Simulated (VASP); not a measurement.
Write the native input for VASP 6.6.1 that does the following.

```yaml
Task: relaxation of cell and atoms
Functional: PBEsol
Dispersion: D4
Potentials_or_basis: VASP PAW PBE potentials, release 64 (Hf_pv)
Cutoff: 600 eV
k_mesh: 10 × 10 × 10
Occupations: fermi-dirac, width 0.1 eV
Spin: no spin polarisation
Dipole_correction: no
Further_INCAR_settings: ALGO = Normal; EDIFF = 1e-06; IBRION = 2; EDIFFG = -0.03; NSW = 80; ISIF = 3
```

The structure of Hf lies in POSCAR:

```
Hf
1.0
    0.0000000000      2.2038392300      2.2038392300
    2.2038392300      0.0000000000      2.2038392300
    2.2038392300      2.2038392300      0.0000000000
Hf
1
Direct
    0.0000000000      0.0000000000      0.0000000000
```

These files were run (other wordings do the same):

INCAR

```
PREC     = Accurate       # precision mode
ENCUT    = 600            # plane-wave cutoff, eV
EDIFF    = 1E-6           # SCF threshold, eV
ISMEAR   = -1             # smearing method
SIGMA    = 0.1            # smearing width, eV
LREAL    = F              # projectors in reciprocal space
LASPH    = T              # aspherical terms in the spheres
NELM     = 80             # most SCF steps
ALGO     = Normal         # electronic algorithm
ISIF     = 3              # what is computed and relaxed
LWAVE    = F              # write WAVECAR
LCHARG   = F              # write CHGCAR
GGA      = PS             # functional
IVDW     = 13             # dispersion correction
IBRION   = 2              # ionic algorithm
NSW      = 80             # ionic steps
EDIFFG   = -0.03          # ionic threshold
```

KPOINTS

```
regular mesh
0
Gamma
  10 10 10
```

Potentials or basis: VASP PAW PBE potentials, release 64 (Hf_pv).

The run is started by

```bash
$ cat potpaw_PBE.64/Hf_pv/POTCAR > POTCAR
$ mpirun -np 1 vasp_std > vasp.out
```

Results of the run:

- Relaxed volume: 21.33 Å³/atom
- Relaxed cell: a = 3.113 Å, b = 3.113 Å, c = 3.113 Å, α = 60.00°, β = 60.00°, γ = 60.00°
- Space group after relaxing (to 0.05 Å): Fm-3m (No. 225)
- Energy gained by relaxing: 0.1 meV/atom
- Ionic steps: 3
- Pressure after relaxing: 0.0 GPa
- Band gap on the k mesh: zero (band 5 reaches 6.33 eV, above the bottom of band 6 at 4.51 eV)
- Dispersion energy per atom: -0.128 eV

Caveat: the PAW data sets were made with another functional, which shifts forces and pressure a little; spin-orbit coupling is left out, which moves the levels of the heavy elements; pairwise dispersion overbinds metals, which lowers pressure and volume.

Run time: 12 s on 1 thread of Intel(R) Xeon(R) 6975P-C (Granite Rapids), with other jobs on the host, peak memory 0.17 GiB.
